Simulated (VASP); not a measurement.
Si4W: relaxation of cell and atoms with PBE

Crystal: Si4W.

```
Si W
1.0
    -2.70117    2.70117    2.70117
     2.70117   -2.70117    2.70117
     2.70117    2.70117   -2.70117
Si W
4 1
Cartesian
  1.3506 1.3506 1.3506
  1.3506 1.3506 -1.3506
  1.3506 -1.3506 1.3506
  -1.3506 1.3506 1.3506
  0.0000 0.0000 0.0000
```

```json
{
  "Program": "VASP 6.6.1",
  "Task": "relaxation of cell and atoms",
  "Functional": "PBE",
  "Potentials or basis": "VASP PAW PBE potentials, release 64 (Si, W_sv)",
  "Cutoff": "600 eV",
  "k mesh": "4 × 4 × 4",
  "Occupations": "gaussian, width 0.1 eV",
  "Spin": "no spin polarisation",
  "Dipole correction": "no",
  "Further INCAR settings": "ALGO = Normal; EDIFF = 1e-06; IBRION = 2; EDIFFG = -0.04; NSW = 90; ISIF = 3"
}
```

The relaxed volume is 17.71 Å³/atom, the relaxed cell is a = 4.863 Å, b = 4.863 Å, c = 4.863 Å, α = 109.47°, β = 109.47°, γ = 109.47° and the space group after relaxing (to 0.05 Å) is Im-3m (No. 229). The energy gained by relaxing is 107.4 meV/atom, the ionic steps are 5 and the pressure after relaxing is 0.1 GPa. The band gap on the k mesh is zero (band 15 reaches 9.45 eV, above the bottom of band 16 at 5.62 eV).

Step by step:
| step | energy change (eV) | largest force (eV/Å) | pressure (GPa) | volume (Å³) |
| --- | --- | --- | --- | --- |
| 1 | 0.0000 | 0.0000 | 19.66 | 78.83 |
| 2 | -0.0241 | 0.0000 | -11.59 | 103.03 |
| 3 | -0.5321 | 0.0000 | -1.24 | 89.80 |
| 4 | -0.5363 | 0.0000 | -0.50 | 89.03 |
| 5 | -0.5371 | 0.0000 | 0.07 | 88.55 |

Final structure:
```
CELL_PARAMETERS angstrom
-2.80781 2.80781 2.80781
2.80781 -2.80781 2.80781
2.80781 2.80781 -2.80781
ATOMIC_POSITIONS crystal
Si 0.50000 0.50000 0.50000
Si 0.00000 0.00000 0.50000
Si 0.00000 0.50000 0.00000
Si 0.50000 0.00000 0.00000
W 0.00000 0.00000 0.00000
```

Levels at points of the mesh, in eV from the Fermi level:
| k point | band 12 | band 13 | band 14 | band 15 | band 16 | band 17 | band 18 | band 19 |
| --- | --- | --- | --- | --- | --- | --- | --- | --- |
| (0.00, 0.00, 0.00) | -3.04 | -3.04 | -3.04 | -2.50 | -2.50 | 1.08 | 2.40 | 2.40 |
| (0.50, 0.00, 0.00) | -3.72 | -3.35 | -1.14 | -0.09 | 0.81 | 0.98 | 1.26 | 2.22 |
| (0.50, 0.50, 0.50) | -4.59 | -4.59 | -1.34 | 1.33 | 1.33 | 2.92 | 2.92 | 2.92 |

Run time: 77 s on 1 thread of Intel(R) Xeon(R) Platinum 8488C (Sapphire Rapids), with other jobs on the host, peak memory 0.24 GiB.

Caveat: the k points lie up to 0.40 Å⁻¹ apart in the final cell; spin-orbit coupling is left out, which moves the levels of the heavy elements.
